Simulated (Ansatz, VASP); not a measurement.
# CaCo: VASP beside Ansatz

```xyz
2
Lattice="0.0000 3.2503 3.2503 3.2503 0.0000 3.2503 3.2503 3.2503 0.0000" Properties=species:S:1:pos:R:3 pbc="T T T"
Ca    0.0000    0.0000    0.0000
Co    1.6251    1.6251    1.6251
```

Alike in both runs: functional PBE; k mesh 16 × 16 × 16; occupations gaussian, width 0.1 eV; collinear spin.

Ansatz relaxed the structure, and its values are those at the end. VASP's run is a single point on that final structure, the one shown.

|  | VASP | Ansatz |
| --- | --- | --- |
| version | VASP 6.6.1 | Ansatz 0.2.0 |
| potentials or method | VASP PAW PBE potentials, release 64 (Ca_sv, Co), cutoff 520 eV | scalar-relativistic, plane waves, PAW |
| valence electrons in the cell | 19 | 27 |

```csv
,VASP,Ansatz,Ansatz less VASP
gap on the k mesh at the Fermi level (eV),none,none,-
pressure (GPa),0.0,0.0,-0.03
net moment per atom (μB),0.60,0.61,+0.005
size of the moment on the site where the two differ most (μB),1.53,1.55,+0.026
```

Site moments also hang on the region over which each program counts them. A gap of «none» marks a metal or a gap that the smearing closes. VASP's potentials hold 19 valence electrons a cell and Ansatz's 27, so a difference there can come from the potentials and not from the codes.
